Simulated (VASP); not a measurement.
Runs of VASP 6.6.1 on CoSi. The structure is that of space group P4/mmm (No. 123), or close to it. The cells are those of the table. 

```csv
task,level,cell,cutoff (eV),gap on the mesh (eV),pressure (GPa),relaxed volume (Å³/atom)
single point,r2SCAN,"a = 2.617, b = 2.617, c = 3.136 Å, 2 atoms",520,none,(a),-
relaxation of cell and atoms,PBE,"relaxed from a = 2.617, b = 2.617, c = 3.136 Å, 2 atoms",600,none,0.1,10.73
relaxation of cell and atoms,PBE,"relaxed from a = 2.631, b = 2.631, c = 3.096 Å, 2 atoms",600,none,0.0,10.73
single point,PBE,"a = 2.617, b = 2.617, c = 3.136 Å, 2 atoms",520,none,-0.1,-
```

Alike in all rows: potentials or basis VASP PAW PBE potentials, release 64 (Co, Si); no spin polarisation; k mesh 16 × 16 × 14; smearing gaussian 0.1 eV.

**Question.** Estimate the missing entries.

**Answer.** (a) -8.5.

Caveats: the run has no spin polarisation, though such a crystal can be magnetic; the cell stands under tension (at least some runs); the PAW data sets were made with another functional, which shifts forces and pressure a little (at least some runs).

A gap of «none» marks levels without a gap at the run's occupations.
